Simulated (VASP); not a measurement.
Tb5C:

```
CELL_PARAMETERS angstrom
7.44182 0.00000 0.00000
-3.72091 6.44481 0.00000
0.00000 0.00000 3.62061
ATOMIC_POSITIONS crystal
Tb 0.00000 0.24282 0.00000
Tb 0.75718 0.75718 0.00000
Tb 0.24282 0.00000 0.00000
Tb 0.66667 0.33333 0.50000
Tb 0.33333 0.66667 0.50000
C 0.00000 0.00000 0.50000
```

The cell was built from a structure type or drawn by symmetry, and may not be a known phase.

* Program: VASP 6.6.1
* Task: relaxation of cell and atoms
* Functional: PBE
* Potentials or basis: VASP PAW PBE potentials, release 64 (Tb_3, C), 4f in core
* Cutoff: 600 eV
* k mesh: 3 × 3 × 6
* Occupations: gaussian, width 0.1 eV
* Spin: no spin polarisation

At the start: pressure -0.1 GPa; volume 28.94 Å³/atom.

Task: How do energy, volume and symmetry change on relaxing?

Result: Over 6 steps the energy falls by 5.3 meV/atom and the volume is 29.47 Å³/atom (+1.8 %); space group P-62m (No. 189, to 0.1 Å) before and after.

Step by step:
| step | energy change (eV) | largest force (eV/Å) | pressure (GPa) | volume (Å³) |
| --- | --- | --- | --- | --- |
| 1 | 0.0000 | 0.0298 | -0.13 | 173.65 |
| 2 | -0.0139 | 0.0599 | 0.16 | 173.04 |
| 3 | -0.0175 | 0.1392 | 0.42 | 172.48 |
| 4 | -0.0245 | 0.1554 | 0.12 | 174.38 |
| 5 | -0.0279 | 0.1738 | -0.22 | 176.77 |
| 6 | -0.0318 | 0.0228 | 0.09 | 176.84 |

Final structure:
```
CELL_PARAMETERS angstrom
7.62562 0.00000 0.00000
-3.81281 6.60398 0.00000
0.00000 0.00000 3.51150
ATOMIC_POSITIONS crystal
Tb 0.00000 0.23864 0.00000
Tb 0.76136 0.76136 0.00000
Tb 0.23864 0.00000 0.00000
Tb 0.66667 0.33333 0.50000
Tb 0.33333 0.66667 0.50000
C 0.00000 0.00000 0.50000
```
